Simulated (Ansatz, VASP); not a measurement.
# Two plane-wave programs on BN

```xyz
4
Lattice="2.5406 0.0000 0.0000 -1.2703 2.2002 0.0000 0.0000 0.0000 4.2026" Properties=species:S:1:pos:R:3 pbc="T T T"
B     1.2703    0.7334    4.2015
B     0.0000    1.4668    2.1002
N     1.2703    0.7334    2.6278
N     0.0000    1.4668    0.5264
```

Alike in both runs: task single point; functional PBEsol; k mesh 6 × 6 × 4; occupations gaussian, width 0.02 eV; no spin polarisation.

|  | VASP | Ansatz |
| --- | --- | --- |
| version | VASP 6.6.1 | Ansatz 0.2.0 |
| potentials or method | VASP PAW PBE potentials, release 64 (B, N), cutoff 600 eV | scalar-relativistic, plane waves, PAW |
| valence electrons in the cell | 16 | 16 |

```tsv
	VASP	Ansatz	Ansatz less VASP
gap on the k mesh at the Fermi level (eV)	4.94	4.96	+0.013
least direct gap on the mesh (eV)	8.23	8.23	0.000
pressure (GPa)	0.5	0.0	-0.51
traceless stress, the component that is largest in VASP (GPa)	-0.13	-0.07	+0.055
```

VASP's potentials were made for PBE, not for PBEsol, and Ansatz warns of the same on its side.

The k mesh is coarse, so the values compare programs but aren't converged.
